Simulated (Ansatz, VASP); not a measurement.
# Pt: VASP beside Ansatz

```xyz
1
Lattice="0.0000 1.9468 1.9468 1.9468 0.0000 1.9468 1.9468 1.9468 0.0000" Properties=species:S:1:pos:R:3 pbc="T T T"
Pt    0.0000    0.0000    0.0000
```

Alike in both runs: functional LDA; k mesh 18 × 18 × 18; occupations gaussian, width 0.1 eV; no spin polarisation.

Ansatz relaxed the structure, and its values are those at the end. VASP's run is a single point on that final structure, the one shown.

```csv
,VASP,Ansatz
version,VASP 6.6.1,Ansatz 0.2.0
potentials or method,"VASP PAW LDA potentials, release 64 (Pt), cutoff 500 eV","scalar-relativistic, plane waves, PAW"
valence electrons in the cell,10,18
```

|  | VASP | Ansatz | Ansatz less VASP |
| --- | --- | --- | --- |
| gap on the k mesh at the Fermi level (eV) | none | none | - |
| pressure (GPa) | 0.8 | 0.0 | -0.81 |

Ansatz warns that its potentials were made for another functional, while VASP's fit it. LDA's correlation is that of Perdew and Zunger in VASP and of Perdew and Wang (1992) in Ansatz. A gap of «none» marks a metal or a gap that the smearing closes. VASP's potentials hold 10 valence electrons a cell and Ansatz's 18, so a difference there can come from the potentials and not from the codes.

Spin-orbit coupling is off throughout.
